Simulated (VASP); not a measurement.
Write the native input for VASP 6.6.1 that does the following.

```yaml
Task: single point
Functional: PBEsol-based screened hybrid with 25 % exact exchange
Potentials_or_basis: VASP PAW PBE potentials, release 64 (In_d, Pd)
Cutoff: 520 eV
k_mesh: 4 × 4 × 4
Occupations: fermi-dirac, width 0.05 eV
Spin: no spin polarisation
Dipole_correction: no
Grid_for_exact_exchange_PRECFOCK: Normal
Share_of_exact_exchange: 0.25
Further_INCAR_settings: ALGO = Normal; EDIFF = 1e-07; NBANDS = 18
Screening_parameter: 0.207 1/Å
```

The system is InPd.

```
In Pd
1.0
     0.00000    2.67486    2.67486
     2.67486    0.00000    2.67486
     2.67486    2.67486    0.00000
In Pd
1 1
Direct
  0.00000 0.00000 0.00000
  0.50000 0.50000 0.50000
```

The input as run:

POSCAR

```
InPd
1.0
    0.0000000000      2.6748604270      2.6748604270
    2.6748604270      0.0000000000      2.6748604270
    2.6748604270      2.6748604270      0.0000000000
In Pd
1 1
Direct
    0.0000000000      0.0000000000      0.0000000000
    0.5000000000      0.5000000000      0.5000000000
```

INCAR.step1

```
PREC = Accurate ; ENCUT = 520
EDIFF = 1E-5 ; ISMEAR = -1
SIGMA = 0.05 ; LREAL = False
LASPH = True ; NELM = 80
ALGO = Normal ; ISIF = 2
LWAVE = True ; LCHARG = False
NBANDS = 18 ; GGA = PE
```

INCAR.step2

```
PREC = Accurate ; ENCUT = 520
EDIFF = 1E-7 ; ISMEAR = -1
SIGMA = 0.05 ; LREAL = False
LASPH = True ; NELM = 80
ALGO = Normal ; ISIF = 2
LWAVE = False ; LCHARG = False
GGA = PS ; LHFCALC = True
AEXX = 0.25 ; HFSCREEN = 0.207
PRECFOCK = Normal ; NBANDS = 18
ISTART = 1
```

KPOINTS

```
Automatic mesh
0
Gamma
  4 4 4
```

Potentials or basis: VASP PAW PBE potentials, release 64 (In_d, Pd).

The run is started by

```sh
$ cat potpaw_PBE.64/In_d/POTCAR potpaw_PBE.64/Pd/POTCAR > POTCAR
$ cp INCAR.step1 INCAR
$ mpirun -np 1 vasp_std > vasp.out
$ cp INCAR.step2 INCAR
$ mpirun -np 1 vasp_std > vasp.out
```

Results of the run:

The pressure is 0.3 GPa and the band gap on the k mesh is zero (an odd number of electrons rules out a gap without spin polarisation).

Caveat: the k points lie up to 0.51 Å⁻¹ apart, too coarse for converged energies and pressures of a metal; the PAW data sets were made with another functional, which shifts forces and pressure a little; spin-orbit coupling is left out, which moves the levels of the heavy elements.

It took 40 min on 1 thread of AMD EPYC 7571, with other jobs on the host, peak memory 0.26 GiB.
